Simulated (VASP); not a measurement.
The system is MgCd2O3.

```
Mg Cd O
1.0
     5.30000   -3.07500    0.00000
     5.30000    3.07500    0.00000
     0.00000    0.00000    5.30000
Mg Cd O
2 4 6
Direct
  0.16800 0.83200 0.00500
  0.83200 0.16800 0.50500
  0.17000 0.49000 0.50000
  0.51000 0.83000 0.50000
  0.83000 0.51000 0.00000
  0.49000 0.17000 0.00000
  0.16500 0.52500 0.10000
  0.47500 0.83500 0.10000
  0.13500 0.86500 0.63500
  0.52500 0.16500 0.60000
  0.83500 0.47500 0.60000
  0.86500 0.13500 0.13500
```

```yaml
Program: VASP 6.6.1
Task: relaxation of cell and atoms
Functional: PBE
Potentials_or_basis: VASP PAW PBE potentials, release 64 (Mg, Cd, O)
Cutoff: 600 eV
k_mesh: 2 × 2 × 2
Occupations: gaussian, width 0.15 eV
Spin: no spin polarisation
```

At the start: pressure 6.9 GPa; volume 14.40 Å³/atom.

Problem. Where does the relaxation end?

Solution. Over 8 steps the energy falls by 50.8 meV/atom and the volume is 15.16 Å³/atom (+5.3 %); space group Cmc2_1 (No. 36, to 0.05 Å).

The path:
```csv
step,energy change (eV),largest force (eV/Å),pressure (GPa),volume (Å³)
1,0.0000,1.2642,6.95,172.75
2,-0.4601,0.5566,-3.27,188.77
3,-0.4876,0.5928,-1.58,185.30
4,-0.5802,0.2776,-0.52,183.05
5,-0.5964,0.2540,0.23,181.67
6,-0.6062,0.1114,-0.01,182.02
7,-0.6072,0.0988,-0.11,182.17
8,-0.6100,0.0620,0.02,181.94
```

Final structure:
```xyz
12
Lattice="5.3349 -3.0938 0.0000 5.3349 3.0938 0.0000 0.0000 0.0000 5.5117" Properties=species:S:1:pos:R:3 pbc="T T T"
Mg    5.3349    2.1187    5.4901
Mg    5.3349   -2.1187    2.7342
Cd    3.5987    1.0459    2.7967
Cd    7.0711    1.0459    2.7967
Cd    7.0711   -1.0459    0.0409
Cd    3.5987   -1.0459    0.0409
O     3.7059    1.1238    0.5308
O     6.9639    1.1238    0.5308
O     5.3349    2.2465    3.5080
O     3.7059   -1.1238    3.2867
O     6.9639   -1.1238    3.2867
O     5.3349   -2.2465    0.7522
```

Caveat: the k points lie up to 0.59 Å⁻¹ apart in the final cell; the relaxation stopped at a loose force limit of 0.08 eV/Å, so its end isn't a converged minimum.
